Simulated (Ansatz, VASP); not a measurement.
# Two plane-wave programs on KF

INCAR

```
PREC     = Accurate       # precision mode
ENCUT    = 520            # plane-wave cutoff, eV
EDIFF    = 1E-6           # SCF threshold, eV
ISMEAR   = 0              # smearing method
SIGMA    = 0.05           # smearing width, eV
LREAL    = False          # projectors in reciprocal space
LASPH    = True           # aspherical terms in the spheres
NELM     = 100            # most SCF steps
ALGO     = Normal         # electronic algorithm
ISIF     = 2              # what is computed and relaxed
LWAVE    = False          # write WAVECAR
LCHARG   = False          # write CHGCAR
GGA      = PE             # functional
NBANDS   = 15             # bands
```

File KPOINTS:

```
regular mesh
0
Gamma
  8 8 8
```

File POSCAR:

```
KF
1.0
   -0.0577164121      2.6819866952      2.6819866952
    2.6819866952     -0.0577164121      2.6819866952
    2.6819866952      2.6819866952     -0.0577164121
K F
1 1
Direct
    0.0000000000      0.0000000000      0.0000000000
    0.5000000000      0.5000000000      0.5000000000
```

Input for Ansatz:

```yaml
crystal:
  lattice:
    - [-0.0577164121, 2.6819866952, 2.6819866952]
    - [2.6819866952, -0.0577164121, 2.6819866952]
    - [2.6819866952, 2.6819866952, -0.0577164121]
  atoms:
    - { symbol: K, position: [0.0, 0.0, 0.0] }
    - { symbol: F, position: [0.5, 0.5, 0.5] }
basis:
  ecutwfc: 520.0
kpoints:
  mp_grid: { grid: [8, 8, 8] }
hamiltonian:
  xc: pbe
scf:
  occupations: { method: gaussian, width: 0.05 }
output:
  forces: true
  stress: true
  eigenvalues: true
```

Alike in both runs: task single point; functional PBE; k mesh 8 × 8 × 8; occupations gaussian, width 0.05 eV; no spin polarisation.

|  | VASP | Ansatz |
| --- | --- | --- |
| version | VASP 6.6.1 | Ansatz 0.2.0 |
| potentials or method | VASP PAW PBE potentials, release 64 (K_sv, F), cutoff 520 eV | scalar-relativistic, plane waves, PAW |
| valence electrons in the cell | 16 | 16 |

|  | VASP | Ansatz | Ansatz less VASP |
| --- | --- | --- | --- |
| gap on the k mesh at the Fermi level (eV) | 5.92 | 5.94 | +0.015 |
| least direct gap on the mesh (eV) | 5.92 | 5.94 | +0.015 |
| pressure (GPa) | 0.0 | 0.0 | -0.01 |
| traceless stress, the component that is largest in VASP (GPa) | 0.27 | 0.27 | +0.004 |

The functional is the same, so the differences come from potentials, cutoffs and numerics.
